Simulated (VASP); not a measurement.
Set up this calculation in VASP 6.6.1, as the native input.

```
Task                   : single point
Functional             : PBEsol
Potentials or basis    : VASP PAW PBE potentials, release 64 (Ti_sv, H)
Cutoff                 : 520 eV
k mesh                 : 14 × 14 × 10
Occupations            : gaussian, width 0.1 eV
Spin                   : no spin polarisation
Dipole correction      : no
Further INCAR settings : ALGO = Normal; EDIFF = 1e-06; NBANDS = 21
```

The structure of TiH lies in POSCAR:

```
TiH
1.0
    2.1340006570      2.1340006570      0.0000000000
   -2.1340006570      2.1340006570      0.0000000000
    0.0000000000      0.0000000000      4.2680013140
Ti H
2 2
Direct
    0.0000000000      0.0000000000      0.0000000000
    0.5000000000      0.5000000000      0.5000000000
    0.5000000000      0.5000000000      0.0000000000
    0.0000000000      0.0000000000      0.5000000000
```

This cell differs from its parent crystal: equal strain along all axes, cell held: +3.0 %.

One way to write it, as run:

INCAR

```
PREC = Accurate ; ENCUT = 520
EDIFF = 1E-6 ; ISMEAR = 0
SIGMA = 0.1 ; LREAL = F
LASPH = T ; NELM = 80
ALGO = Normal ; ISIF = 2
LWAVE = F ; LCHARG = T
GGA = PS ; LELF = T
LVHAR = T ; NBANDS = 21
```

KPOINTS

```
regular mesh
0
Gamma
  14 14 10
```

Potentials or basis: VASP PAW PBE potentials, release 64 (Ti_sv, H).

The run is started by

```console
$ cat potpaw_PBE.64/Ti_sv/POTCAR potpaw_PBE.64/H/POTCAR > POTCAR
$ mpirun -np 1 vasp_std > vasp.out
```

It gave:

```
Pressure               : -11.3 GPa
Band gap on the k mesh : zero (bands 13 and 14 overlap by 2.23 eV)
```

Caveat: the cell differs from its parent crystal (equal strain along all axes, cell held: +3.0 %); the cell stands under tension; the PAW data sets were made with another functional, which shifts forces and pressure a little.

Run time: 60 s on 1 thread of Intel(R) Xeon(R) Platinum 8488C (Sapphire Rapids), with other jobs on the host, peak memory 0.27 GiB.
